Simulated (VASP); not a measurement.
A run of VASP 6.6.1 is set up as follows.

INCAR

```
SYSTEM = BN
PREC = Accurate ; ENCUT = 520
EDIFF = 1E-7 ; ISMEAR = -1
SIGMA = 0.05 ; LREAL = .False.
LASPH = .True. ; NELM = 60
ALGO = Normal ; ISIF = 2
LWAVE = .False. ; LCHARG = .False.
GGA = PE ; NBANDS = 16
```

KPOINTS

```
regular mesh
0
Gamma
  12 12 6
  0 0 0
```

Contents of POSCAR:

```
BN
1.0
    2.5360000000      0.0380400000      0.0000000000
   -1.2350564000      2.1772200000      0.0000000000
    0.0000000000      0.0000000000      4.1990000000
B N
2 2
Direct
    0.6666666667      0.3333333333      0.0000000000
    0.3333333333      0.6666666667      0.5000000000
    0.6666666667      0.3333333333      0.3750000000
    0.3333333333      0.6666666667      0.8750000000
```

Potentials or basis: VASP PAW PBE potentials, release 64 (B, N).

Command:

```sh
$ cat potpaw_PBE.64/B/POTCAR potpaw_PBE.64/N/POTCAR > POTCAR
$ mpirun -np 1 vasp_std > vasp.out
```

(1) What does it give for the band gap on the k mesh?

(2) Estimate the pressure.

(3) What does it give for the largest force?

Answers

(1) 5.11 eV (least direct gap 8.00 eV).

(2) 8.6 GPa.

(3) 0.176 eV/Å.

Caveat: the cell stands under pressure.
